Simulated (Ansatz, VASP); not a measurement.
## ZnC: VASP beside Ansatz

```
Zn C
1.0
     3.00333    0.00000    0.00000
     0.00000    3.12103    0.00000
     0.00000    0.00000    4.53259
Zn C
2 2
Direct
  0.00000 0.50000 0.25001
  0.50000 0.00000 0.74999
  0.00000 0.50000 0.75002
  0.50000 0.00000 0.24998
```

Alike in both runs: functional PBE; k mesh 6 × 4 × 4; occupations gaussian, width 0.1 eV; no spin polarisation.

Ansatz relaxed the structure, and its values are those at the end. VASP's run is a single point on that final structure, the one shown.

```csv
,VASP,Ansatz
version,VASP 6.6.1,Ansatz 0.2.0
potentials or method,"VASP PAW PBE potentials, release 64 (Zn, C), cutoff 520 eV","scalar-relativistic, plane waves, PAW"
valence electrons in the cell,32,32
```

|  | VASP | Ansatz | Ansatz less VASP |
| --- | --- | --- | --- |
| gap on the k mesh at the Fermi level (eV) | none | none | - |
| pressure (GPa) | 0.9 | 0.1 | -0.81 |

A gap of «none» marks a metal or a gap that the smearing closes. The functional is the same, so the differences come from potentials, cutoffs and numerics.

The k mesh is coarse, so the values compare programs but aren't converged.
